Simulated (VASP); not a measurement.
## NaSc2O3: single point with PBE

The system is NaSc2O3.

```
CELL_PARAMETERS angstrom
5.62176 0.00000 0.00000
-2.81088 4.86859 0.00000
0.00000 0.00000 2.86033
ATOMIC_POSITIONS crystal
Na 0.00000 0.00000 0.50000
Sc 0.33333 0.66667 0.50000
Sc 0.66667 0.33333 0.50000
O 0.50000 0.50000 0.00000
O 0.00000 0.50000 0.00000
O 0.50000 0.00000 0.00000
```

| Quantity | Value |
| --- | --- |
| Program | VASP 6.6.1 |
| Task | single point |
| Functional | PBE |
| Potentials or basis | VASP PAW PBE potentials, release 64 (Na_pv, Sc_sv, O) |
| Cutoff | 520 eV |
| k mesh | 9 × 9 × 14 |
| Occupations | gaussian, width 0.1 eV |
| Spin | no spin polarisation |
| Dipole correction | no |
| k mesh for the DOS | 14 × 14 × 21 |
| Occupations for the DOS | tetrahedron |
| Further INCAR settings | ALGO = Normal; EDIFF = 1e-07 |

| Quantity | Value |
| --- | --- |
| Valence electrons inside the program's atomic spheres | Na 6.07; Sc 9.55; O 5.03 |

Levels at points of the mesh, in eV from the Fermi level:
| k point | band 22 | band 23 | band 24 | band 25 | band 26 | band 27 |
| --- | --- | --- | --- | --- | --- | --- |
| (0.00, 0.00, 0.00) | -4.11 | -3.90 | -2.44 | -0.13 | 1.20 | 1.20 |
| (0.50, 0.00, 0.00) | -4.50 | -4.38 | -0.59 | -0.12 | 1.27 | 1.65 |

Wall time 6.1 min on 1 thread of Intel(R) Xeon(R) 6975P-C (Granite Rapids), with other jobs on the host, peak memory 0.57 GiB.

Caveat: an odd number of electrons without spin polarisation forces a metal; a magnetic or distorted state may lie lower.
